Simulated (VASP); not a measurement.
# AlB2Ru3 (P4/mmm) in VASP: further runs, part 2 of 2

VASP 6.6.1. The steps go on from the part before.

### 3 Single point, PBE

This run uses another cell than the first one, of 14.29 Å³/atom, 1.288 times its volume.

Input file INCAR:

```
PREC = Accurate
ENCUT = 520
EDIFF = 1E-6
ISMEAR = 0
SIGMA = 0.1
LREAL = F
LASPH = T
NELM = 100
ALGO = Normal
ISIF = 2
LWAVE = F
LCHARG = T
GGA = PE
LELF = T
LVHAR = T
NBANDS = 34
```

Input file KPOINTS:

```
Automatic mesh
0
Gamma
  6 6 2
```

Input file POSCAR:

```
AlB2Ru3
1.0
    3.0032016500      0.0000000000      0.0000000000
    0.0000000000      3.0032016500      0.0000000000
    0.0000000000      0.0000000000      9.5096791600
Al B Ru
1 2 3
Direct
    0.0000000000      0.0000000000      0.0000000000
    0.0000000000      0.0000000000      0.3334420000
    0.0000000000      0.0000000000      0.6665580000
    0.5000000000      0.5000000000      0.1787200000
    0.5000000000      0.5000000000      0.5000000000
    0.5000000000      0.5000000000      0.8212800000
```

Potentials or basis: VASP PAW PBE potentials, release 64 (Al, B, Ru_pv).

Run with:

```sh
> cat potpaw_PBE.64/Al/POTCAR potpaw_PBE.64/B/POTCAR potpaw_PBE.64/Ru_pv/POTCAR > POTCAR
> mpirun -np 1 vasp_std > vasp.out
```

OUTCAR:

```text
PREC = Accurate
   ENCUT = 520
   EDIFF = 1E-6
   ISMEAR = 0
   LREAL = F
   LASPH = T
   NELM = 100
   ISIF = 2
   GGA = PE

 ion  position               nearest neighbor table
   1  0.000  0.000  0.000-   4 2.72   6 2.72   4 2.72   6 2.72   4 2.72   6 2.72   4 2.72   6 2.72

   2  0.000  0.000  0.333-   4 2.58   4 2.58   4 2.58   4 2.58   5 2.65   5 2.65   5 2.65   5 2.65

   3  0.000  0.000  0.667-   6 2.58   6 2.58   6 2.58   6 2.58   5 2.65   5 2.65   5 2.65   5 2.65

   4  0.500  0.500  0.179-   2 2.58   2 2.58   2 2.58   2 2.58   1 2.72   1 2.72   1 2.72   1 2.72
                             5 3.06
   5  0.500  0.500  0.500-   2 2.65   3 2.65   2 2.65   3 2.65   2 2.65   3 2.65   2 2.65   3 2.65
                             4 3.06   6 3.06
   6  0.500  0.500  0.821-   3 2.58   3 2.58   3 2.58   3 2.58   1 2.72   1 2.72   1 2.72   1 2.72
                             5 3.06

  LATTYP: Found a simple tetragonal cell.
 ALAT       =     3.0032016500
 C/A-ratio  =     3.1665136971

  Lattice vectors:

 A1 = (   3.0032016500,   0.0000000000,   0.0000000000)
 A2 = (   0.0000000000,   3.0032016500,   0.0000000000)
 A3 = (   0.0000000000,   0.0000000000,   9.5096791600)
[... 182 lines left out ...]
 cond. band min:       7.7069179221   @ k =   0.1667   0.0000   0.5000
 fundamental gap:      0.0362251506
 Fermi energy:         7.6708552162

 k-point     1 :       0.0000    0.0000    0.0000
  band No.  band energies     occupation
      1     -34.6436      2.00000
      2     -34.5471      2.00000
      3     -34.5471      2.00000
      4     -34.4251      2.00000
      5     -34.3875      2.00000
      6     -34.3189      2.00000
[... 729 lines left out ...]
     33      12.9163      0.00000
     34      12.9236      0.00000

------------------------ aborting loop because EDIFF is reached ----------------------------------------

  FORCE on cell =-STRESS in cart. coord.  units (eV):
  Direction    XX          YY          ZZ          XY          YZ          ZX
  --------------------------------------------------------------------------------------
  -------------------------------------------------------------------------------------
  Total      -19.5013259    -19.5013259    -23.0819961      0.0000000      0.0000000     -0.0000000
  in kB     -364.2838095   -364.2838095   -431.1705538      0.0000000      0.0000000     -0.0000000
  external PRESSURE =    -386.5793909 kB  Pullay stress =       0.0000000 kB

 VOLUME and BASIS-vectors are now :
 -----------------------------------------------------------------------------
  energy-cutoff  :      520.00
  volume of cell :       85.77
      direct lattice vectors                 reciprocal lattice vectors
     3.003201650  0.000000000  0.000000000     0.332977974  0.000000000  0.000000000
     0.000000000  3.003201650  0.000000000     0.000000000  0.332977974  0.000000000
     0.000000000  0.000000000  9.509679160     0.000000000  0.000000000  0.105156019

 POSITION                                       TOTAL-FORCE (eV/Angst)
 -----------------------------------------------------------------------------------
      0.00000      0.00000      0.00000        -0.000000     -0.000000      0.000000
      0.00000      0.00000      3.17093        -0.000000     -0.000000     -0.376528
      0.00000      0.00000      6.33875        -0.000000     -0.000000      0.376528
      1.50160      1.50160      1.69957        -0.000000      0.000000      1.956896
      1.50160      1.50160      4.75484        -0.000000     -0.000000      0.000000
      1.50160      1.50160      7.81011         0.000000     -0.000000     -1.956896
 -----------------------------------------------------------------------------------
    total drift:                                0.000000     -0.000000     -0.000000

  FREE ENERGIE OF THE ION-ELECTRON SYSTEM (eV)
  ---------------------------------------------------
  free  energy   TOTEN  =       -42.0462061551 eV

  energy  without entropy=      -42.0173540592  energy(sigma->0) =      -42.03178011
```

OSZICAR:

```text
N       E                     dE             d eps       ncg     rms          rms(c)
DAV:   1     0.481335075298E+03    0.48134E+03   -0.28362E+04  1472   0.146E+03
DAV:   2    -0.252872588950E+02   -0.50662E+03   -0.48932E+03  1452   0.429E+02
DAV:   3    -0.448320629091E+02   -0.19545E+02   -0.18716E+02  1666   0.784E+01
DAV:   4    -0.452558474707E+02   -0.42378E+00   -0.42093E+00  1560   0.102E+01
DAV:   5    -0.452646422977E+02   -0.87948E-02   -0.87914E-02  1768   0.152E+00    0.177E+01
DAV:   6    -0.496721855964E+02   -0.44075E+01   -0.69640E+01  1502   0.396E+01    0.262E+01
DAV:   7    -0.426715484020E+02    0.70006E+01   -0.14865E+01  1574   0.300E+01    0.637E+00
DAV:   8    -0.423510492928E+02    0.32050E+00   -0.73373E+00  1634   0.131E+01    0.487E+00
DAV:   9    -0.420931873660E+02    0.25786E+00   -0.10621E+00  1620   0.628E+00    0.247E+00
DAV:  10    -0.420793586673E+02    0.13829E-01   -0.53176E-01  1582   0.405E+00    0.184E+00
DAV:  11    -0.420480724052E+02    0.31286E-01   -0.60783E-02  1630   0.139E+00    0.547E-01
DAV:  12    -0.420466293099E+02    0.14431E-02   -0.32328E-03  1582   0.317E-01    0.285E-01
DAV:  13    -0.420462502620E+02    0.37905E-03   -0.81885E-04  1696   0.157E-01    0.795E-02
DAV:  14    -0.420462192741E+02    0.30988E-04   -0.66814E-05  1540   0.392E-02    0.402E-02
DAV:  15    -0.420462074500E+02    0.11824E-04   -0.17605E-05  1418   0.196E-02    0.149E-02
DAV:  16    -0.420462061127E+02    0.13373E-05   -0.39941E-06  1166   0.950E-03    0.188E-03
DAV:  17    -0.420462061551E+02   -0.42476E-07   -0.28551E-07   756   0.291E-03
   1 F= -.42046206E+02 E0= -.42031780E+02  d E =-.288521E-01
```

Run time: 43 s. Hardware: 1 thread of Intel Xeon Platinum 8375C at 2.90GHz (Ice Lake), shared host; peak memory 0.22 GiB.

Results:

```yaml
Free_energy: -42.0462 eV
Pressure: -38.7 GPa
Largest_force: 1.957 eV/Å
```

Forces in eV/Å, atoms in the order of the input:
```
Al   0.000  0.000  0.000
B    0.000  0.000 -0.377
B    0.000  0.000  0.377
Ru   0.000  0.000  1.957
Ru   0.000  0.000  0.000
Ru   0.000  0.000 -1.957
```

Levels at points of the mesh, in eV from the Fermi level:
```tsv
k point	band 23	band 24	band 25	band 26	band 27	band 28
(0.00, 0.00, 0.00)	0.11	0.11	0.33	0.43	0.44	0.70
(0.50, 0.00, 0.00)	-1.14	-0.85	-0.47	-0.41	0.31	1.28
(0.50, 0.50, 0.00)	-0.10	-0.10	0.65	1.31	1.47	1.48
(0.00, 0.00, 0.50)	-0.21	-0.21	0.34	0.40	0.47	1.02
(0.50, 0.00, 0.50)	-1.23	-0.79	-0.65	-0.02	0.10	1.06
(0.50, 0.50, 0.50)	0.31	0.92	0.92	1.12	1.31	1.45
```

Caveat: forces of over 1 eV/Å act on the atoms, so gaps and moduli don't describe the material at rest.

### 4 Relaxation of cell and atoms, PBE

This run uses another cell than the first one, of 14.29 Å³/atom, 1.288 times its volume.

Input file INCAR:

```
PREC = Accurate ; ENCUT = 600
EDIFF = 1E-6 ; ISMEAR = 0
SIGMA = 0.1 ; LREAL = False
LASPH = True ; NELM = 100
ALGO = Normal ; ISIF = 3
LWAVE = False ; LCHARG = False
GGA = PE ; IBRION = 2
NSW = 90 ; EDIFFG = -0.04
```

Input file KPOINTS:

```
regular mesh
0
Gamma
  6 6 2
```

POSCAR is that of step 3.

Potentials or basis: VASP PAW PBE potentials, release 64 (Al, B, Ru_pv).

Run with:

```sh
> cat potpaw_PBE.64/Al/POTCAR potpaw_PBE.64/B/POTCAR potpaw_PBE.64/Ru_pv/POTCAR > POTCAR
> mpirun -np 1 vasp_std > vasp.out
```

OUTCAR:

```text
PREC = Accurate
   ENCUT = 600
   EDIFF = 1E-6
   ISMEAR = 0
   LREAL = False
   LASPH = True
   NELM = 100
   ISIF = 3
   GGA = PE
   IBRION = 2
   NSW = 90
   EDIFFG = -0.04

 ion  position               nearest neighbor table
   1  0.000  0.000  0.000-   4 2.72   6 2.72   4 2.72   6 2.72   4 2.72   6 2.72   4 2.72   6 2.72

   2  0.000  0.000  0.333-   4 2.58   4 2.58   4 2.58   4 2.58   5 2.65   5 2.65   5 2.65   5 2.65

   3  0.000  0.000  0.667-   6 2.58   6 2.58   6 2.58   6 2.58   5 2.65   5 2.65   5 2.65   5 2.65

   4  0.500  0.500  0.179-   2 2.58   2 2.58   2 2.58   2 2.58   1 2.72   1 2.72   1 2.72   1 2.72
                             5 3.06
   5  0.500  0.500  0.500-   2 2.65   3 2.65   2 2.65   3 2.65   2 2.65   3 2.65   2 2.65   3 2.65
                             4 3.06   6 3.06
   6  0.500  0.500  0.821-   3 2.58   3 2.58   3 2.58   3 2.58   1 2.72   1 2.72   1 2.72   1 2.72
                             5 3.06

  LATTYP: Found a simple tetragonal cell.
 ALAT       =     3.0032016500
 C/A-ratio  =     3.1665136971

  Lattice vectors:

 A1 = (   3.0032016500,   0.0000000000,   0.0000000000)
 A2 = (   0.0000000000,   3.0032016500,   0.0000000000)
 A3 = (   0.0000000000,   0.0000000000,   9.5096791600)

Analysis of symmetry for initial positions (statically):
=====================================================================
 Subroutine PRICEL returns:
[... 174 lines left out ...]
  free energy    TOTEN  =       -42.04636638 eV

  energy without entropy =      -42.01750996  energy(sigma->0) =      -42.03193817

 E-fermi :   7.6706     XC(G=0): -11.9321

 val. band max:        7.6704190187   @ k =   0.1667   0.0000   0.0000
 cond. band min:       7.7066244087   @ k =   0.1667   0.0000   0.5000
 fundamental gap:      0.0362053900
 Fermi energy:         7.6705806125

 k-point     1 :       0.0000    0.0000    0.0000
  band No.  band energies     occupation
      1     -34.6440      2.00000
      2     -34.5476      2.00000
      3     -34.5476      2.00000
      4     -34.4256      2.00000
      5     -34.3879      2.00000
      6     -34.3193      2.00000
[... 762 lines left out ...]
  FREE ENERGIE OF THE ION-ELECTRON SYSTEM (eV)
  ---------------------------------------------------
  free  energy   TOTEN  =       -45.3192390573 eV

  energy  without entropy=      -45.3023022827  energy(sigma->0) =      -45.31077067

[... ionic steps 4 to 10 ...]

--------------------------------------- Ionic step       11  -------------------------------------------

 number of electron      51.0000006 magnetization

------------------------ aborting loop because EDIFF is reached ----------------------------------------
[... 75 lines left out ...]
--------------------------------------- Ionic step       13  -------------------------------------------

 number of electron      51.0000005 magnetization

 Free energy of the ion-electron system (eV)
  ---------------------------------------------------
  ext. energy  EPLUGINS =         0.00000000
  ---------------------------------------------------
  free energy    TOTEN  =       -45.68764580 eV

  energy without entropy =      -45.67362361  energy(sigma->0) =      -45.68063470

 E-fermi :  11.3126     XC(G=0): -13.2254

 val. band max:       11.3120805435   @ k =   0.0000   0.0000   0.5000
 cond. band min:      11.3400018094   @ k =   0.5000   0.1667   0.0000
 fundamental gap:      0.0279212659
 Fermi energy:        11.3126106896

 k-point     1 :       0.0000    0.0000    0.0000
  band No.  band energies     occupation
      1     -31.6262      2.00000
      2     -31.2798      2.00000
      3     -31.1494      2.00000
      4     -31.1494      2.00000
      5     -31.0599      2.00000
      6     -30.9900      2.00000
[... 682 lines left out ...]
  FREE ENERGIE OF THE ION-ELECTRON SYSTEM (eV)
  ---------------------------------------------------
  free  energy   TOTEN  =       -45.6876457974 eV

  energy  without entropy=      -45.6736236106  energy(sigma->0) =      -45.68063470

 reached required accuracy - stopping structural energy minimisation
```

CONTCAR:

```text
AlB2Ru3
   1.00000000000000
     2.7663306096072828    0.0000000000000000   -0.0000000000000000
     0.0000000000000000    2.7663306096072828    0.0000000000000000
    -0.0000000000000000   -0.0000000000000000    8.6980779768627574
  Al              B               Ru
     1     2     3
Direct
     0.0000000000000000    0.0000000000000000    0.0000000000000000
     0.0000000000000000    0.0000000000000000    0.3291420633577032
     0.0000000000000000    0.0000000000000000    0.6708579366422968
     0.5000000000000000    0.5000000000000000    0.1997502587978386
     0.5000000000000000    0.5000000000000000    0.5000000000000000
     0.5000000000000000    0.5000000000000000    0.8002497412021615

  0.00000000E+00  0.00000000E+00  0.00000000E+00
  0.00000000E+00  0.00000000E+00  0.00000000E+00
  0.00000000E+00  0.00000000E+00  0.00000000E+00
  0.00000000E+00  0.00000000E+00  0.00000000E+00
  0.00000000E+00  0.00000000E+00  0.00000000E+00
  0.00000000E+00  0.00000000E+00  0.00000000E+00
```

It took 5.6 min on 1 thread of Intel Xeon Platinum 8488C (Sapphire Rapids), shared host; peak memory 0.25 GiB.

Results:

```yaml
Free_energy: -45.6876 eV
Relaxed_volume: 11.09 Å³/atom
Relaxed_cell: a = 2.766 Å, b = 2.766 Å, c = 8.698 Å, α = 90.00°, β = 90.00°, γ = 90.00°
Space_group_after_relaxing_to_0.05_Å: P4/mmm (No. 123)
Energy_gained_by_relaxing: 606.9 meV/atom
Ionic_steps: 13
Pressure_after_relaxing: 0.2 GPa
Largest_force_after_relaxing: 0.035 eV/Å
```

Forces in eV/Å, atoms in the order of the input:
```
Al   0.000  0.000  0.000
B    0.000  0.000  0.023
B    0.000  0.000 -0.023
Ru   0.000  0.000  0.035
Ru   0.000  0.000  0.000
Ru   0.000  0.000 -0.035
```

The path:
```csv
step,energy change (eV),largest force (eV/Å),pressure (GPa),volume (Å³)
1,0.0000,1.9579,-38.69,85.77
2,2.3097,0.4537,146.91,49.64
3,-3.2729,2.4268,-2.55,66.60
4,-3.2897,2.4102,0.80,65.77
5,-3.2914,2.3994,2.59,65.36
6,-3.5782,0.1175,5.32,65.09
7,-3.5790,0.2182,5.05,65.10
8,-3.6021,0.2841,-5.99,67.99
9,-3.6179,0.2114,-1.86,66.82
10,-3.6387,0.1655,-0.27,66.55
11,-3.6396,0.1502,0.09,66.50
12,-3.6397,0.1497,0.20,66.48
13,-3.6413,0.0351,0.17,66.56
```

Final structure:
```
Al B Ru
1.0
     2.76633    0.00000    0.00000
     0.00000    2.76633    0.00000
     0.00000    0.00000    8.69808
Al B Ru
1 2 3
Direct
  0.00000 0.00000 0.00000
  0.00000 0.00000 0.32914
  0.00000 0.00000 0.67086
  0.50000 0.50000 0.19975
  0.50000 0.50000 0.50000
  0.50000 0.50000 0.80025
```

Caveat: the volume moved by over 15 % at a fixed basis, so the end points are rough.

### 5 Single point, PBE

Input file INCAR:

```
SYSTEM = AlB2Ru3
PREC     = Accurate       ! precision mode
ENCUT    = 520            ! plane-wave cutoff, eV
EDIFF    = 1E-7           ! SCF threshold, eV
ISMEAR   = 0              ! smearing method
SIGMA    = 0.1            ! smearing width, eV
LREAL    = .FALSE.        ! projectors in reciprocal space
LASPH    = .TRUE.         ! aspherical terms in the spheres
NELM     = 60             ! most SCF steps
ALGO     = Fast           ! electronic algorithm
ISIF     = 2              ! what is computed and relaxed
LWAVE    = .FALSE.        ! write WAVECAR
LCHARG   = .TRUE.         ! write CHGCAR
GGA      = PE             ! functional
LELF     = .TRUE.         ! ELF
LVHAR    = .TRUE.       
NBANDS   = 34             ! bands
```

Input file KPOINTS:

```
regular mesh
0
G
  14 14 6
  0 0 0
```

Input file POSCAR:

```
AlB2Ru3
1.0
    2.7570330952      0.0000000000      0.0000000000
    0.0000000000      2.7570330952      0.0000000000
    0.0000000000      0.0000000000      8.7585108127
Al B Ru
1 2 3
Direct
    0.0000000000      0.0000000000      0.0000000000
    0.0000000000      0.0000000000      0.3347900419
    0.0000000000      0.0000000000      0.6652099581
    0.5000000000      0.5000000000      0.2022963394
    0.5000000000      0.5000000000      0.5000000000
    0.5000000000      0.5000000000      0.7977036606
```

Run with:

```sh
> cat potpaw_PBE.64/Al/POTCAR potpaw_PBE.64/B/POTCAR potpaw_PBE.64/Ru_pv/POTCAR > POTCAR
> mpirun -np 1 vasp_std > vasp.out
```

Run time: 4 min. Hardware: 1 thread of Intel Xeon Platinum 8488C (Sapphire Rapids), shared host; peak memory 0.4 GiB.

The run converged. Its results:

* Free energy: -45.6997 eV
* Pressure: 0.0 GPa

Forces in eV/Å, atoms in the order of the input:
```
Al   0.000  0.000  0.000
B    0.000  0.000  0.000
B    0.000  0.000  0.000
Ru   0.000  0.000 -0.002
Ru   0.000  0.000  0.000
Ru   0.000  0.000  0.002
```

Levels at points of the mesh, in eV from the Fermi level:
```
           k point  band 22  band 23  band 24  band 25  band 26  band 27  band 28  band 29  band 30  band 31
(0.00, 0.00, 0.00)    -1.67    -0.70     0.22     0.22     0.30     0.44     0.57     3.16     3.77     4.09
(0.50, 0.00, 0.00)    -2.29    -2.21    -1.32    -1.31    -0.65     0.52     1.17     2.22     2.61     4.14
(0.50, 0.50, 0.00)    -0.76    -0.02     0.00     1.85     1.96     2.01     2.03     2.59     2.59     4.63
(0.00, 0.00, 0.50)    -1.46    -0.34    -0.01    -0.01     0.31     0.42     0.58     3.10     3.42     4.46
(0.50, 0.00, 0.50)    -2.24    -2.21    -1.41    -1.30    -0.40     0.35     1.21     2.24     2.53     4.13
(0.50, 0.50, 0.50)     0.11     0.11     1.04     1.04     1.70     1.85     2.00     2.04     3.35     3.73
```

### 6 Overview

```csv
task,cell,k mesh,cutoff (eV),gap on the mesh (eV),pressure (GPa),largest force (eV/Å)
single point,"a = 2.765, b = 2.765, c = 8.712 Å, 6 atoms",6 × 6 × 2,520,none,0.1,0.02
single point,"a = 3.003, b = 3.003, c = 9.510 Å, 6 atoms",6 × 6 × 2,520,none,-38.7,1.96
relaxation of cell and atoms,"relaxed from a = 3.003, b = 3.003, c = 9.510 Å, 6 atoms",6 × 6 × 2,600,none,0.2,0.04
single point,"a = 2.757, b = 2.757, c = 8.759 Å, 6 atoms",14 × 14 × 6,520,none,0.0,-
```

Alike in all rows: level PBE; potentials or basis VASP PAW PBE potentials, release 64 (Al, B, Ru_pv); no spin polarisation; smearing gaussian 0.1 eV.

Caveats: some runs use coarse meshes; forces of over 1 eV/Å act on the atoms, so gaps and moduli don't describe the material at rest (some runs); the volume moved by over 15 % at a fixed basis, so the end points are rough (some runs).

Total energies depend on the potentials used, so only differences within one code and one set of settings carry meaning.
